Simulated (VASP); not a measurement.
A run of VASP 6.6.1 is set up as follows.

The input INCAR:

```
PREC = Accurate ; ENCUT = 520
EDIFF = 1E-7 ; ISMEAR = 0
SIGMA = 0.1 ; LREAL = False
LASPH = True ; NELM = 100
ALGO = Normal ; ISIF = 2
LWAVE = False ; LCHARG = True
GGA = PE ; LELF = True
LVHAR = True ; NBANDS = 38
```

File KPOINTS:

```
regular mesh
0
Gamma
  8 10 6
```

The input POSCAR:

```
SiNi
1.0
    5.1543911691      0.0000000000      0.0000000000
    0.0000000000      3.3757621829      0.0000000000
    0.0000000000      0.0000000000      5.6183913681
Si Ni
4 4
Direct
    0.8212591057      0.7500000000      0.5841103477
    0.1787408943      0.2500000000      0.4158896523
    0.3212591057      0.7500000000      0.9158896523
    0.6787408943      0.2500000000      0.0841103477
    0.5082970126      0.2500000000      0.6884180179
    0.4917029874      0.7500000000      0.3115819821
    0.0082970126      0.2500000000      0.8115819821
    0.9917029874      0.7500000000      0.1884180179
```

Potentials or basis: VASP PAW PBE potentials, release 64 (Si, Ni).

Command:

```console
$ cat potpaw_PBE.64/Si/POTCAR potpaw_PBE.64/Ni/POTCAR > POTCAR
$ mpirun -np 1 vasp_std > vasp.out
```

What does it give for the largest force?

0.010 eV/Å.

Predict the pressure.

0.0 GPa.

Estimate the band gap on the k mesh.

zero (band 28 reaches 11.34 eV, above the bottom of band 29 at 9.54 eV).

Forces in eV/Å, atoms in the order of the input:
```
Si   0.003  0.000  0.003
Si  -0.003  0.000 -0.003
Si   0.003  0.000 -0.003
Si  -0.003  0.000  0.003
Ni   0.010  0.000  0.002
Ni  -0.010  0.000 -0.002
Ni   0.010  0.000 -0.002
Ni  -0.010  0.000  0.002
```

Spin polarisation is off, so any magnetic state and its effect on volume and gap are missing.
